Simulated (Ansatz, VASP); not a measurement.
**Ga in VASP and in Ansatz**

```
Ga
1.0
    -1.40262    1.40262    2.34164
     1.40262   -1.40262    2.34164
     1.40262    1.40262   -2.34164
Ga
1
Direct
  0.00000 0.00000 0.00000
```

Change from the starting cell: volume scaled by 1.04.

Alike in both runs: task single point; functional revpbe exchange, lda correlation; k mesh 13 × 13 × 13; occupations gaussian, width 0.1 eV; collinear spin.

|  | VASP | Ansatz |
| --- | --- | --- |
| version | VASP 6.6.1 | Ansatz 0.2.0 |
| potentials or method | VASP PAW PBE potentials, release 64 (Ga_d), cutoff 500 eV | all-electron LAPW, scalar-relativistic |

Ansatz gave:

- gap on the k mesh at the Fermi level (eV): none
- pressure (GPa): 10.7
- traceless stress, the component that is largest in VASP (GPa): -0.13
- net moment per atom (μB): 0.00

Problem. Which values does VASP return?

Solution. gap on the k mesh at the Fermi level (eV): none; pressure (GPa): 10.7; traceless stress, the component that is largest in VASP (GPa): -0.16; net moment per atom (μB): 0.00.

VASP's potentials were made for PBE, not for revpbe exchange, lda correlation. A gap of «none» marks a metal or a gap that the smearing closes. Ansatz ran all-electron here, and VASP with PAW potentials.
